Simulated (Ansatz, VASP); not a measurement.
## Rh in VASP and in Ansatz

INCAR

```
SYSTEM = Rh
PREC = Accurate
ENCUT = 520
EDIFF = 1E-6
ISMEAR = 0
SIGMA = 0.15
LREAL = .FALSE.
LASPH = .TRUE.
NELM = 100
ALGO = Fast
ISIF = 2
LWAVE = .FALSE.
LCHARG = .FALSE.
GGA = PE
NBANDS = 14
```

Contents of KPOINTS:

```
regular mesh
0
G
  22 22 22
  0 0 0
```

Contents of POSCAR:

```
Rh
1.0
    0.0000000000      1.8540112500      1.8064725000
    1.8540112500      0.0000000000      1.8064725000
    1.8540112500      1.8540112500      0.0000000000
Rh
1
Direct
    0.0000000000      0.0000000000      0.0000000000
```

Input for Ansatz:

```yaml
crystal:
  lattice:
    - [0.0, 1.85401125, 1.8064725]
    - [1.85401125, 0.0, 1.8064725]
    - [1.85401125, 1.85401125, 0.0]
  atoms:
    - { symbol: Rh, position: [0.0, 0.0, 0.0] }
basis:
  ecutwfc: 420
kpoints:
  mp_grid: { grid: [22, 22, 22] }
hamiltonian:
  xc: pbe
scf:
  occupations: { method: gaussian, width: 0.15 }
output:
  forces: true
  stress: true
  eigenvalues: true
```

Change from the starting cell: strain -0.025 along x and y, -0.050 along z, atoms carried along.

Alike in both runs: task single point; functional PBE; k mesh 22 × 22 × 22; occupations gaussian, width 0.15 eV; no spin polarisation.

|  | VASP | Ansatz |
| --- | --- | --- |
| version | VASP 6.6.1 | Ansatz 0.2.0 |
| potentials or method | VASP PAW PBE potentials, release 64 (Rh_pv), cutoff 520 eV | scalar-relativistic, plane waves, PAW |
| valence electrons in the cell | 15 | 17 |

```tsv
	VASP	Ansatz	Ansatz less VASP
gap on the k mesh at the Fermi level (eV)	none	none	-
pressure (GPa)	43.6	43.6	+0.05
traceless stress, the component that is largest in VASP (GPa)	5.49	5.49	+0.007
```

A gap of «none» marks a metal or a gap that the smearing closes. Both programs put the cell under a high pressure, so it lies far from rest at this level. The functional is the same, so the differences come from potentials, cutoffs and numerics. VASP's potentials hold 15 valence electrons a cell and Ansatz's 17, so a difference there can come from the potentials and not from the codes.
